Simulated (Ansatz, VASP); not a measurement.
**NaCaI3 in VASP and in Ansatz**

```xyz
5
Lattice="6.1259 0.0000 0.0000 0.0000 6.1259 0.0000 0.0000 0.0000 6.1259" Properties=species:S:1:pos:R:3 pbc="T T T"
Na    0.0000    0.0000    0.0000
Ca    3.0629    3.0629    3.0629
I     3.0629    3.0629    0.0000
I     3.0629    0.0000    3.0629
I     0.0000    3.0629    3.0629
```

Alike in both runs: task single point; functional r2SCAN50; k mesh 2 × 2 × 2; no spin polarisation.

```csv
,VASP,Ansatz
version,VASP 6.6.1,Ansatz 0.2.0
potentials or method,"VASP PAW PBE potentials, release 64 (Na_pv, Ca_sv, I)",plane waves
plane-wave cutoff (eV),520,500
occupations,"gaussian, width 0.01 eV",fixed
valence electrons in the cell,38,70
```

```csv
,VASP,Ansatz,Ansatz less VASP
gap on the k mesh at the Fermi level (eV),5.85,5.76,-0.090
pressure (GPa),-0.2,0.0,+0.20
```

VASP's potentials were made for PBE, not for r2SCAN50. VASP's potentials hold 38 valence electrons a cell and Ansatz's 70, so a difference there can come from the potentials and not from the codes. Ansatz's warnings: stress exchange threshold loose, stress scf threshold loose.

The k mesh is coarse, so the values compare programs but aren't converged. Neither program's run includes spin-orbit coupling.
